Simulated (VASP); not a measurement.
# KCl (P4/mmm) in VASP: notebook

The runs below take KCl through single point, with LDA.

Program: VASP 6.6.1. These are calculated values, not measurements. Logs are shortened: lines on timing, memory, paths and dates and some standing lists are left out, and cuts for length are marked.

**1. The cell of the first run**

The structure is tetragonal, space group P4/mmm (No. 123). Conventional cell: a = 3.743 Å, b = 3.743 Å, c = 4.031 Å, α = 90.00°, β = 90.00°, γ = 90.00°. Within 4.4 Å of K (site symmetry 4/mmm) lie 8 Cl at 3.33 Å and 6 K at 3.74 to 4.03 Å. Cl (site symmetry 4/mmm) has 8 K at 3.33 Å and 6 Cl at 3.74 to 4.03 Å within 4.4 Å.

**2. Single point, LDA (strain -0.025 along x and y, +0.050 along z)**

Input file INCAR:

```
SYSTEM = KCl
PREC = Accurate
ENCUT = 520
EDIFF = 1E-6
ISMEAR = 0
SIGMA = 0.05
LREAL = .False.
LASPH = .True.
NELM = 60
ALGO = Normal
ISIF = 2
LWAVE = .False.
LCHARG = .False.
GGA = CA
NBANDS = 15
```

Input file KPOINTS:

```
regular mesh
0
Gamma
  6 6 6
  0 0 0
```

Input file POSCAR:

```
KCl
1.0
    3.7432161000      0.0000000000      0.0000000000
    0.0000000000      3.7432161000      0.0000000000
    0.0000000000      0.0000000000      4.0311558000
K Cl
1 1
Direct
    0.0000000000      0.0000000000      0.0000000000
    0.5000000000      0.5000000000      0.5000000000
```

Potentials or basis: VASP PAW LDA potentials, release 64 (K_sv, Cl).

Launch:

```console
> cat potpaw_LDA.64/K_sv/POTCAR potpaw_LDA.64/Cl/POTCAR > POTCAR
> mpirun -np 1 vasp_std > vasp.out
```

OUTCAR:

```text
SYSTEM = KCl
   PREC = Accurate
   ENCUT = 520
   EDIFF = 1E-6
   ISMEAR = 0
   LREAL = .False.
   LASPH = .True.
   NELM = 60
   ISIF = 2
   GGA = CA

 ion  position               nearest neighbor table
   1  0.000  0.000  0.000-
   2  0.500  0.500  0.500-

  LATTYP: Found a simple tetragonal cell.
 ALAT       =     3.7432161000
 C/A-ratio  =     1.0769230769

  Lattice vectors:

 A1 = (   3.7432161000,   0.0000000000,   0.0000000000)
 A2 = (   0.0000000000,   3.7432161000,   0.0000000000)
 A3 = (   0.0000000000,   0.0000000000,   4.0311558000)

Analysis of symmetry for initial positions (statically):
=====================================================================
 Subroutine PRICEL returns:
 Original cell was already a primitive cell.

 Routine SETGRP: Setting up the symmetry group for a
 simple tetragonal supercell.

 Subroutine GETGRP returns: Found 16 space group operations
 (whereof 16 operations were pure point group operations)
 out of a pool of 16 trial point group operations.

The static configuration has the point symmetry D_4h.

Analysis of symmetry for dynamics (positions and initial velocities):
=====================================================================
 Subroutine PRICEL returns:
 Original cell was already a primitive cell.

 Routine SETGRP: Setting up the symmetry group for a
 simple tetragonal supercell.

 Subroutine GETGRP returns: Found 16 space group operations
 (whereof 16 operations were pure point group operations)
 out of a pool of 16 trial point group operations.

The dynamic configuration has the point symmetry D_4h.

 Subroutine INISYM returns: Found 16 space group operations
 (whereof 16 operations are pure point group operations),
 and found     1 'primitive' translations

----------------------------------------------------------------------------------------

                                     Primitive cell

  volume of cell :      56.4832

  direct lattice vectors                    reciprocal lattice vectors
     3.743216100  0.000000000  0.000000000     0.267149952  0.000000000  0.000000000
     0.000000000  3.743216100  0.000000000     0.000000000  0.267149952  0.000000000
     0.000000000  0.000000000  4.031155800     0.000000000  0.000000000  0.248067812

  length of vectors
     3.743216100  3.743216100  4.031155800     0.267149952  0.267149952  0.248067812

  position of ions in fractional coordinates (direct lattice)
     0.000000000  0.000000000  0.000000000
     0.500000000  0.500000000  0.500000000

  ion indices of the primitive-cell ions
   primitive index   ion index
                 1           1
                 2           2

----------------------------------------------------------------------------------------

 KPOINTS: regular mesh

Automatic generation of k-mesh.
 Grid dimensions read from file:
 generate k-points for:    6    6    6

 Generating k-lattice:

  Cartesian coordinates                     Fractional coordinates (reciprocal lattice)
     0.044524992  0.000000000  0.000000000     0.166666667  0.000000000  0.000000000
     0.000000000  0.044524992  0.000000000     0.000000000  0.166666667  0.000000000
     0.000000000  0.000000000  0.041344635     0.000000000  0.000000000  0.166666667

  Length of vectors
     0.044524992  0.044524992  0.041344635

  Shift w.r.t. Gamma in fractional coordinates (k-lattice)
     0.000000000  0.000000000  0.000000000

 Subroutine IBZKPT returns following result:
 ===========================================

 Found     40 irreducible k-points:

 Following reciprocal coordinates:
            Coordinates               Weight
  0.000000  0.000000  0.000000      1.000000
  0.166667  0.000000  0.000000      4.000000
  0.333333  0.000000  0.000000      4.000000
  0.500000  0.000000  0.000000      2.000000
  0.166667  0.166667  0.000000      4.000000
  0.333333  0.166667  0.000000      8.000000
[... 16 lines left out ...]
  0.333333  0.000000  0.333333      8.000000
  0.500000  0.000000  0.333333      4.000000
 [... further k-points ...]
   k-points           NKPTS =     40   k-points in BZ     NKDIM =     40   number of bands    NBANDS=     15
   number of dos      NEDOS =    301   number of ions     NIONS =      2
   total plane-waves  NPLWV =  23520
   dimension x,y,z NGX =    28 NGY =   28 NGZ =   30
   dimension x,y,z NGXF=    56 NGYF=   56 NGZF=   60
   ions per type =               1   1
   NGX,Y,Z   is equivalent  to a cutoff of  12.44, 12.44, 12.37 a.u.
   NGXF,Y,Z  is equivalent  to a cutoff of  24.87, 24.87, 24.74 a.u.
 SYSTEM =  KCl
   PREC   = accura    normal or accurate (medium, high low for compatibility)
   ISTART =      0    job   : 0-new  1-cont  2-samecut
   ICHARG =      2    charge: 1-file 2-atom 10-const
   ISPIN  =      1    spin polarized calculation?
   LNONCOLLINEAR =      F non collinear calculations
   LSORBIT =      F    spin-orbit coupling
   LASPH  =      T    aspherical Exc in radial PAW
   ENCUT  =  520.0 eV  38.22 Ry    6.18 a.u.   6.96  6.96  7.50*2*pi/ulx,y,z
   NELM   =     60;   NELMIN=  2; NELMDL= -5     # of ELM steps
   EDIFF  = 0.1E-05   stopping-criterion for ELM
   LREAL  =      F    real-space projection
   EDIFFG = 0.1E-04   stopping-criterion for IOM
   NSW    =      0    number of steps for IOM
   IBRION =     -1    ionic relax: 0-MD 1-quasi-New 2-CG
   NFREE  =      0    steps in history (QN), initial steepest desc. (CG)
   ISIF   =      2    stress and relaxation
   ISYM   =      2    0-nonsym 1-usesym 2-fastsym
   POTIM  = 0.5000    time-step for ionic-motion
   TEBEG  =    0.0;   TEEND  =   0.0 temperature during run
   PSTRESS=    0.0 pullay stress
   NELECT =      16.0000    total number of electrons
   NUPDOWN=      -1.0000    fix difference up-down
   EMIN   =  10.00;   EMAX   =-10.00  energy-range for DOS
   EFERMI =   0.00;   METHOD = LEGACY
   ISMEAR =     0;   SIGMA  =   0.05  broadening in eV -4-tet -1-fermi 0-gaus
   EFERMI_NEDOS =   21; number of points for ismear=-14 and -15
   IALGO  =     38    algorithm
   IMIX   =      4    mixing-type and parameters
     AMIX     =   0.40;   BMIX     =  1.00
     AMIX_MAG =   1.60;   BMIX_MAG =  1.00
  volume/ion in A,a.u.               =      28.24       190.58
  Fermi-wavevector in a.u.,A,eV,Ry     =   1.075165  2.031767 15.728053  1.155979
  Thomas-Fermi vector in A             =   2.211014
   LORBIT       =      0    0 simple, 1 ext, 2 COOP (PROOUT), +10 PAW based schemes
   GGA     = CA    functional components
   LHFCALC =     F    Hartree Fock is set to
   AEXX    =    0.0000 exact exchange contribution
   IVDW    =     0    specifies the selected vdW correction
   LEPSILON=     F    determine dielectric tensor
   LRPA    =     F    only Hartree local field effects (RPA)
 non-spin polarized calculation
 Gauss-broadening in eV      SIGMA  =   0.05
  energy-cutoff  :      520.00
  volume of cell :       56.48
 maximum number of plane-waves:      1538
 NGX is ok and might be reduce to    28
   NGX = 13   NGY = 13   NGZ = 15

 number of electron      15.9999997 magnetization

 Free energy of the ion-electron system (eV)
  ---------------------------------------------------
  ext. energy  EPLUGINS =         0.00000000
  ---------------------------------------------------
  free energy    TOTEN  =        -7.23033938 eV

  energy without entropy =       -7.23033938  energy(sigma->0) =       -7.23033938

 E-fermi :  -0.6992     XC(G=0):  -8.6305

 val. band max:       -0.9211026941   @ k =   0.5000   0.0000   0.5000
 cond. band min:       3.2612205819   @ k =   0.0000   0.0000   0.0000
 fundamental gap:      4.1823232760
 Fermi energy:        -0.6992397065

 k-point     1 :       0.0000    0.0000    0.0000
  band No.  band energies     occupation
      1     -28.7636      2.00000
      2     -13.5346      2.00000
      3     -12.3975      2.00000
      4     -12.3653      2.00000
      5     -12.3653      2.00000
      6      -1.5027      2.00000
      7      -1.1177      2.00000
      8      -1.1177      2.00000
      9       3.2612      0.00000
     10       5.0890      0.00000
     11       5.3216      0.00000
     12       9.2750      0.00000
     13       9.2750      0.00000
     14       9.7503      0.00000
     15      12.0598      0.00000

 k-point     2 :       0.1667    0.0000    0.0000
  band No.  band energies     occupation
      1     -28.7568      2.00000
      2     -13.5699      2.00000
      3     -12.3863      2.00000
      4     -12.3560      2.00000
      5     -12.3502      2.00000
      6      -1.6811      2.00000
      7      -1.5044      2.00000
      8      -1.1088      2.00000
      9       3.8758      0.00000
     10       5.4028      0.00000
     11       5.8667      0.00000
     12       9.1153      0.00000
     13       9.4204      0.00000
     14       9.5275      0.00000
     15      11.5163      0.00000

 k-point     3 :       0.3333    0.0000    0.0000
  band No.  band energies     occupation
      1     -28.7431      2.00000
      2     -13.6514      2.00000
      3     -12.3638      2.00000
      4     -12.3375      2.00000
      5     -12.3011      2.00000
      6      -2.5494      2.00000
      7      -1.5093      2.00000
      8      -1.0917      2.00000
      9       5.1516      0.00000
     10       6.0935      0.00000
     11       6.8965      0.00000
     12       8.9603      0.00000
     13       9.2155      0.00000
     14       9.7620      0.00000
     15       9.8176      0.00000
[... 343 lines left out ...]
 k-point    23 :       0.3333    0.0000    0.3333
  band No.  band energies     occupation
      1     -28.7347      2.00000
      2     -13.4939      2.00000
      3     -12.5664      2.00000
      4     -12.3473      2.00000
      5     -12.3251      2.00000
      6      -2.3253      2.00000
      7      -2.1002      2.00000
      8      -1.0116      2.00000
      9       5.2570      0.00000
     10       6.2336      0.00000
     11       7.9902      0.00000
     12       8.1962      0.00000
     13       8.6834      0.00000
     14       8.7639      0.00000
     15      10.5355      0.00000

 k-point    24 :       0.5000    0.0000    0.3333
  band No.  band energies     occupation
      1     -28.7281      2.00000
      2     -13.4203      2.00000
      3     -12.5364      2.00000
      4     -12.4934      2.00000
      5     -12.3170      2.00000
      6      -2.5183      2.00000
      7      -2.0570      2.00000
      8      -0.9633      2.00000
      9       5.0651      0.00000
     10       6.2390      0.00000
     11       8.0446      0.00000
     12       8.3019      0.00000
     13       8.6016      0.00000
     14       9.0494      0.00000
     15      10.9947      0.00000

 [... further k-points ...]
[... 5 lines left out ...]
  --------------------------------------------------------------------------------------
  -------------------------------------------------------------------------------------
  Total       -0.7238150     -0.7238150     -1.8226673      0.0000000      0.0000000     -0.0000000
  in kB      -20.5314100    -20.5314100    -51.7009589      0.0000000      0.0000000     -0.0000000
  external PRESSURE =     -30.9212597 kB  Pullay stress =       0.0000000 kB

 VOLUME and BASIS-vectors are now :
 -----------------------------------------------------------------------------
  energy-cutoff  :      520.00
  volume of cell :       56.48
      direct lattice vectors                 reciprocal lattice vectors
     3.743216100  0.000000000  0.000000000     0.267149952  0.000000000  0.000000000
     0.000000000  3.743216100  0.000000000     0.000000000  0.267149952  0.000000000
     0.000000000  0.000000000  4.031155800     0.000000000  0.000000000  0.248067812

 POSITION                                       TOTAL-FORCE (eV/Angst)
 -----------------------------------------------------------------------------------
      0.00000      0.00000      0.00000         0.000000      0.000000      0.000000
      1.87161      1.87161      2.01558         0.000000      0.000000      0.000000
 -----------------------------------------------------------------------------------
    total drift:                               -0.000000      0.000000      0.000000

  FREE ENERGIE OF THE ION-ELECTRON SYSTEM (eV)
  ---------------------------------------------------
  free  energy   TOTEN  =        -7.2303393779 eV

  energy  without entropy=       -7.2303393779  energy(sigma->0) =       -7.23033938
```

It took 42 s on 1 thread of Intel Xeon 8259CL, shared host; peak memory 0.16 GiB.

Results:

```yaml
Free_energy: -7.2303 eV
Pressure: -3.1 GPa
Band_gap_on_the_k_mesh: 4.18 eV (least direct gap 4.38 eV)
```

Levels at points of the mesh, in eV from the valence-band top:
```tsv
k point	band 5	band 6	band 7	band 8	band 9	band 10	band 11	band 12
(0.00, 0.00, 0.00)	-11.44	-0.58	-0.20	-0.20	4.18	6.01	6.24	10.20
(0.50, 0.00, 0.00)	-11.35	-1.99	-0.59	-0.16	7.15	7.36	8.08	9.76
(0.50, 0.50, 0.00)	-11.40	-1.36	-1.36	-0.31	5.83	6.44	8.13	8.13
(0.00, 0.00, 0.50)	-11.23	-1.98	-0.24	-0.24	7.20	7.32	7.40	9.85
(0.50, 0.00, 0.50)	-11.39	-1.46	-1.29	0.00	5.60	7.02	8.68	8.93
(0.50, 0.50, 0.50)	-11.55	-1.53	-1.53	-1.41	8.20	8.38	8.38	9.05
```

Caveat: the cell differs from its parent crystal (strain -0.025 along x and y, +0.050 along z); the cell stands under tension. A k mesh can miss the band edges.

(Part 1 of 2 ends here.)
